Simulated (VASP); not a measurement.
Pt, 1 atom in the cell. The structure is cubic, space group Fm-3m (No. 225). The conventional cell has a = 3.842 Å, b = 3.842 Å, c = 3.842 Å, α = 90.00°, β = 90.00°, γ = 90.00°. Within 3.6 Å of Pt (site symmetry m-3m) lie 12 Pt at 2.72 Å. 

| Quantity | Value |
| --- | --- |
| Program | VASP 6.6.1 |
| Task | single point |
| Functional | PBEsol |
| Potentials or basis | VASP PAW PBE potentials, release 64 (Pt) |
| Cutoff | 500 eV |
| k mesh | 13 × 13 × 13 |
| Occupations | methfessel-paxton, width 0.15 eV |
| Spin | no spin polarisation |
| Dipole correction | no |
| Further INCAR settings | ALGO = Normal; EDIFF = 1e-06; NBANDS = 11 |

Potentials or basis: VASP PAW PBE potentials, release 64 (Pt).

Command:

```console
$ cat potpaw_PBE.64/Pt/POTCAR > POTCAR
$ mpirun -np 1 vasp_std > vasp.out
```

Hardware: 1 thread of Intel(R) Xeon(R) 6975P-C (Granite Rapids), with other jobs on the host.

Problem. How long does it take, and how much memory?

Solution. It took 5.3 s on 1 thread of Intel(R) Xeon(R) 6975P-C (Granite Rapids) (shared host), peak memory 0.13 GiB. Counts: scf iterations 11, k points 84.
